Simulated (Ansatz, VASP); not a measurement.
**TaN in VASP and in Ansatz**

The input INCAR:

```
SYSTEM = TaN
PREC = Accurate ; ENCUT = 520
EDIFF = 1E-7 ; ISMEAR = 0
SIGMA = 0.011 ; LREAL = .False.
LASPH = .True. ; NELM = 80
ALGO = Normal ; ISIF = 2
LWAVE = .False. ; LCHARG = .False.
GGA = PE ; NBANDS = 15
```

The input KPOINTS:

```
regular mesh
0
Gamma
  10 10 10
  0 0 0
```

File POSCAR:

```
TaN
1.0
    0.0000000000      2.2113230000      2.2113230000
    2.2113230000      0.0000000000      2.2113230000
    2.2113230000      2.2113230000      0.0000000000
Ta N
1 1
Direct
    0.5000000000      0.5000000000      0.5000000000
    0.0000000000      0.0000000000      0.0000000000
```

The input input.yaml:

```yaml
crystal:
  lattice:
    - [0.0, 2.211323, 2.211323]
    - [2.211323, 0.0, 2.211323]
    - [2.211323, 2.211323, 0.0]
  atoms:
    - { symbol: Ta, position: [0.5, 0.5, 0.5] }
    - { symbol: "N", position: [0.0, 0.0, 0.0] }
kpoints:
  mp_grid: { grid: [10, 10, 10] }
scf:
  occupations: { method: gaussian, width: 0.011 }
hamiltonian:
  xc: pbe
  pseudopotentials: { kind: all_electron, lapw: { basis_error: 0.001 } }
output:
  forces: true
  stress: true
  eigenvalues: true
```

Alike in both runs: task single point; functional PBE; k mesh 10 × 10 × 10; occupations gaussian, width 0.011 eV; no spin polarisation.

|  | VASP | Ansatz |
| --- | --- | --- |
| version | VASP 6.6.1 | Ansatz 0.2.0 |
| potentials or method | VASP PAW PBE potentials, release 64 (Ta_pv, N), cutoff 520 eV | all-electron LAPW, scalar-relativistic |

Ansatz gave:

| Quantity | Value |
| --- | --- |
| gap on the k mesh at the Fermi level (eV) | none |
| pressure (GPa) | -1.2 |

Q: What did VASP give for the same quantities?

A: gap on the k mesh at the Fermi level (eV): none; pressure (GPa): -0.6.

A gap of «none» marks a metal or a gap that the smearing closes. Ansatz ran all-electron here, and VASP with PAW potentials.

Neither program's run includes spin-orbit coupling.
